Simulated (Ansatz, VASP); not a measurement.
## One calculation of AgCl, two programs

File INCAR:

```
SYSTEM = AgCl
PREC = Accurate
ENCUT = 520
EDIFF = 1E-8
ISMEAR = -1
SIGMA = 0.05
LREAL = .FALSE.
LASPH = .TRUE.
NELM = 60
ALGO = Normal
ISIF = 2
LWAVE = .FALSE.
LCHARG = .FALSE.
GGA = PE
LEFG = .TRUE.
NBANDS = 26
```

Contents of KPOINTS:

```
Automatic mesh
0
G
  11 11 6
  0 0 0
```

File POSCAR:

```
AgCl
1.0
    4.2981792161      0.0000000000      0.0000000000
   -2.1490896081      3.7223323912      0.0000000000
    0.0000000000      0.0000000000      6.9458893937
Ag Cl
2 2
Direct
    0.3333333333      0.6666666667     -0.0013968115
    0.6666666667      0.3333333333      0.4986031885
    0.3333333333      0.6666666667      0.3773968115
    0.6666666667      0.3333333333      0.8773968115
```

Input for Ansatz:

```yaml
crystal:
  lattice:
    - [4.2981792161, 0.0, 0.0]
    - [-2.1490896081, 3.7223323912, 0.0]
    - [0.0, 0.0, 6.9458893937]
  atoms:
    - { symbol: Ag, position: [0.3333333333, 0.6666666667, -0.0013968115] }
    - { symbol: Ag, position: [0.6666666667, 0.3333333333, 0.4986031885] }
    - { symbol: Cl, position: [0.3333333333, 0.6666666667, 0.3773968115] }
    - { symbol: Cl, position: [0.6666666667, 0.3333333333, 0.8773968115] }
kpoints:
  mp_grid: { grid: [11, 11, 6] }
  band_path:
    path:
      - [0.0, 0.0, 0.0]
      - [0.5, 0.0, 0.0]
      - [0.3333333333, 0.3333333333, 0.0]
      - [0.0, 0.0, 0.0]
      - [0.0, 0.0, 0.5]
      - [0.5, 0.0, 0.5]
      - [0.3333333333, 0.3333333333, 0.5]
      - [0.0, 0.0, 0.5]
      - [0.5, 0.0, 0.5]
    npoints: 8
scf:
  occupations: { method: fermi_dirac, width: 0.05 }
hamiltonian:
  xc: pbe
  pseudopotentials: { kind: all_electron, datasets: crystal }
output:
  forces: true
  stress: true
  eigenvalues: true
  efg: { contact_densities: true }
```

Alike in both runs: task electric field gradients; functional PBE; k mesh 11 × 11 × 6; occupations fermi-dirac, width 0.05 eV; no spin polarisation.

```csv
,VASP,Ansatz
version,VASP 6.6.1,Ansatz 0.2.0
potentials or method,"VASP PAW PBE potentials, release 64 (Ag, Cl), cutoff 520 eV","all-electron PAW with datasets made for the crystal, scalar-relativistic"
```

```tsv
	VASP	Ansatz	Ansatz less VASP
pressure (GPa)	-0.1	0.0	+0.11
size of Vzz on the site where it differs most (V/Å²)	3.8	3.2	-0.60
```

Ansatz ran all-electron here, and VASP with PAW potentials.
